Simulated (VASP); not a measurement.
Runs of VASP 6.6.1 on Nb. The structure is that of space group I4/mmm (No. 139), or close to it. The cells are those of the table. 

```tsv
cell	gap on the mesh (eV)	pressure (GPa)
a = 2.995, b = 2.995, c = 2.842 Å, angles 61.7, 61.7, 56.6°, 1 atom	none	6.4
a = 2.917, b = 2.917, c = 2.991 Å, angles 59.2, 59.2, 61.7°, 1 atom	none	6.8
a = 2.995, b = 2.995, c = 3.141 Å, angles 58.4, 58.4, 63.2°, 1 atom	none	-9.7
a = 3.067, b = 3.067, c = 3.141 Å, angles 59.2, 59.2, 61.6°, 1 atom	none	(a)
```

Alike in all rows: task single point; level PBE; potentials or basis VASP PAW PBE potentials, release 64 (Nb_sv); no spin polarisation; k mesh 20 × 20 × 20; cutoff (eV) 520; smearing gaussian 0.15 eV.

Q: Fill in the values left out.

A: (a) -14.8.

Caveats: the cell stands under pressure (at least some runs); the cell stands under tension (at least some runs).

A k mesh can miss the band edges, and the runs leave out spin-orbit coupling on Nb.

A gap of «none» marks levels without a gap at the run's occupations.
